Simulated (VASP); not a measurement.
Input of a VASP 6.6.1 run:

File INCAR:

```
SYSTEM = F
PREC     = Accurate       ! precision mode
ENCUT    = 520            ! plane-wave cutoff, eV
EDIFF    = 1E-6           ! SCF threshold, eV
ISMEAR   = 0              ! smearing method
SIGMA    = 0.05           ! smearing width, eV
LREAL    = .False.        ! projectors in reciprocal space
LASPH    = .True.         ! aspherical terms in the spheres
NELM     = 80             ! most SCF steps
ALGO     = Normal         ! electronic algorithm
ISIF     = 2              ! what is computed and relaxed
LWAVE    = .False.        ! write WAVECAR
LCHARG   = .True.         ! write CHGCAR
GGA      = PE             ! functional
IVDW     = 12             ! dispersion correction
LELF     = .True.         ! ELF
LVHAR    = .True.       
NBANDS   = 22             ! bands
```

The input KPOINTS:

```
Automatic mesh
0
Gamma
  8 8 4
  0 0 0
```

The input POSCAR:

```
F
1.0
    2.8842533660     -1.7969188145      0.3043837209
    2.8842533660      1.7969188145      0.3043837209
   -0.8411438218      0.0000000000      6.7681837760
F
4
Direct
    0.9138648456      0.5855481450      0.0939279973
    0.4144518550      0.0861351544      0.4060720027
    0.0861351544      0.4144518550      0.9060720027
    0.5855481450      0.9138648456      0.5939279973
```

Potentials or basis: VASP PAW PBE potentials, release 64 (F).

Run with:

```sh
$ cat potpaw_PBE.64/F/POTCAR > POTCAR
$ mpirun -np 1 vasp_std > vasp.out
```

Predict the dispersion energy per atom.

-0.026 eV.

What does it give for the pressure?

-0.1 GPa.

Predict the largest force.

0.212 eV/Å.

Predict the band gap on the k mesh.

2.92 eV.

Forces on the atoms (eV/Å):
```
F   -0.023  0.092  0.190
F    0.023  0.092 -0.190
F    0.023 -0.092 -0.190
F   -0.023 -0.092  0.190
```

A k mesh can miss the band edges.
